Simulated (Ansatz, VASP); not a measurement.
One calculation of In5O, two programs

```
CELL_PARAMETERS angstrom
5.30228 0.00000 0.00000
-2.65114 4.59191 0.00000
0.00000 0.00000 5.96536
ATOMIC_POSITIONS crystal
In 0.66667 0.33333 0.74215
In 0.00000 0.00000 0.00000
In 0.66667 0.33333 0.25785
In 0.33333 0.66667 0.25785
In 0.33333 0.66667 0.74215
O 0.00000 0.00000 0.50000
```

Change from the starting cell: species swapped into the BaSn5 type (P6/mmm, No. 191).

Alike in both runs: functional PBE; k mesh 12 × 12 × 6; occupations gaussian, width 0.1 eV; no spin polarisation.

Ansatz relaxed the structure, and its values are those at the end. VASP's run is a single point on that final structure, the one shown.

```csv
,VASP,Ansatz
version,VASP 6.6.1,Ansatz 0.2.0
potentials or method,"VASP PAW PBE potentials, release 64 (In_d, O), cutoff 520 eV","scalar-relativistic, plane waves, PAW"
valence electrons in the cell,71,71
```

```csv
,VASP,Ansatz,Ansatz less VASP
gap on the k mesh at the Fermi level (eV),none,none,-
pressure (GPa),0.0,0.0,+0.04
```

A gap of «none» marks a metal or a gap that the smearing closes.
